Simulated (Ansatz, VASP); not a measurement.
**AlGaOs: VASP beside Ansatz**

File INCAR:

```
SYSTEM = AlGaOs
ALGO = Normal
EDIFF = 1E-6
ENCUT = 520
GGA = PE
ISIF = 2
ISMEAR = 0
LASPH = .TRUE.
LCHARG = .TRUE.
LELF = .TRUE.
LREAL = .FALSE.
LVHAR = .TRUE.
LWAVE = .FALSE.
NBANDS = 19
NELM = 100
PREC = Accurate
SIGMA = 0.01
```

The input KPOINTS:

```
k-points
0
G
  16 16 16
  0 0 0
```

Contents of POSCAR:

```
AlGaOs
1.0
   -1.6041396702      1.6041396702      4.1464962069
    1.6041396702     -1.6041396702      4.1464962069
    1.6041396702      1.6041396702     -4.1464962069
Al Ga Os
1 1 1
Direct
    0.3370888148      0.3370888148      0.0000000000
    0.6649635126      0.6649635126      0.0000000000
   -0.0020523274     -0.0020523274      0.0000000000
```

Input for Ansatz:

```yaml
crystal:
  lattice:
    - [-1.6041396702, 1.6041396702, 4.1464962069]
    - [1.6041396702, -1.6041396702, 4.1464962069]
    - [1.6041396702, 1.6041396702, -4.1464962069]
  atoms:
    - { symbol: Al, position: [0.3370888148, 0.3370888148, 0.0] }
    - { symbol: Ga, position: [0.6649635126, 0.6649635126, 0.0] }
    - { symbol: Os, position: [-0.0020523274, -0.0020523274, 0.0] }
basis:
  ecutwfc: 420
kpoints:
  mp_grid: { grid: [16, 16, 16] }
hamiltonian:
  xc: pbe
scf:
  occupations: { method: gaussian, width: 0.01 }
output:
  eigenvalues: true
  states_by_energy: {}
checkpoint:
  read: start.run
  write: ck
  compress: false
  write_wavefunctions: false
  write_every: 100000
```

Alike in both runs: task single point; functional PBE; k mesh 16 × 16 × 16; occupations gaussian, width 0.01 eV; no spin polarisation.

```csv
,VASP,Ansatz
version,VASP 6.6.1,Ansatz 0.2.0
potentials or method,"VASP PAW PBE potentials, release 64 (Al, Ga_d, Os), cutoff 520 eV","scalar-relativistic, plane waves, PAW"
valence electrons in the cell,24,32
```

```csv
,VASP,Ansatz,Ansatz less VASP
gap on the k mesh at the Fermi level (eV),0.19,0.19,0.000
least direct gap on the mesh (eV),1.12,1.15,+0.026
```

With one functional, cell and mesh, what is left measures potentials, basis and numerics. VASP's potentials hold 24 valence electrons a cell and Ansatz's 32, so a difference there can come from the potentials and not from the codes.

Neither program's run includes spin-orbit coupling.
